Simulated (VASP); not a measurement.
Set up this calculation in VASP 6.6.1, as the native input.

```yaml
Task: single point
Functional: PBE
Potentials_or_basis: VASP PAW PBE potentials, release 64 (Al, In_d, As)
Cutoff: 520 eV
k_mesh: 4 × 4 × 4
Occupations: gaussian, width 0.1 eV
Spin: no spin polarisation
Dipole_correction: no
Further_INCAR_settings: ALGO = Normal; EDIFF = 1e-06; NBANDS = 41
```

The structure of AlIn3As4 lies in POSCAR:

```
AlIn3As4
1.0
   -2.8624136000      2.8624136000      5.7248272000
    2.8624136000     -2.8624136000      5.7248272000
    2.8624136000      2.8624136000     -5.7248272000
Al In As
1 3 4
Direct
    0.0000000000      0.0000000000      0.0000000000
    0.2500000000      0.7500000000      0.5000000000
    0.5000000000      0.5000000000      0.0000000000
    0.7500000000      0.2500000000      0.5000000000
    0.1250000000      0.1250000000      0.5000000000
    0.3750000000      0.8750000000      0.0000000000
    0.6250000000      0.6250000000      0.5000000000
    0.8750000000      0.3750000000      0.0000000000
```

These files were run (other wordings do the same):

INCAR

```
SYSTEM = AlIn3As4
PREC = Accurate
ENCUT = 520
EDIFF = 1E-6
ISMEAR = 0
SIGMA = 0.1
LREAL = .False.
LASPH = .True.
NELM = 100
ALGO = Normal
ISIF = 2
LWAVE = .False.
LCHARG = .False.
GGA = PE
NBANDS = 41
```

KPOINTS

```
Automatic mesh
0
Gamma
  4 4 4
  0 0 0
```

Potentials or basis: VASP PAW PBE potentials, release 64 (Al, In_d, As).

Command:

```sh
$ cat potpaw_PBE.64/Al/POTCAR potpaw_PBE.64/In_d/POTCAR potpaw_PBE.64/As/POTCAR > POTCAR
$ mpirun -np 1 vasp_std > vasp.out
```

Results of the run:

The pressure is 14.7 GPa. The largest force is 1.640 eV/Å. The band gap on the k mesh is 0.95 eV, direct.

Caveat: spin-orbit coupling is left out, which moves the levels of the heavy elements; forces of over 1 eV/Å act on the atoms, so gaps and moduli don't describe the material at rest.

Wall time 2.4 min on 1 thread of Intel(R) Xeon(R) Platinum 8488C (Sapphire Rapids), with other jobs on the host, peak memory 0.43 GiB.
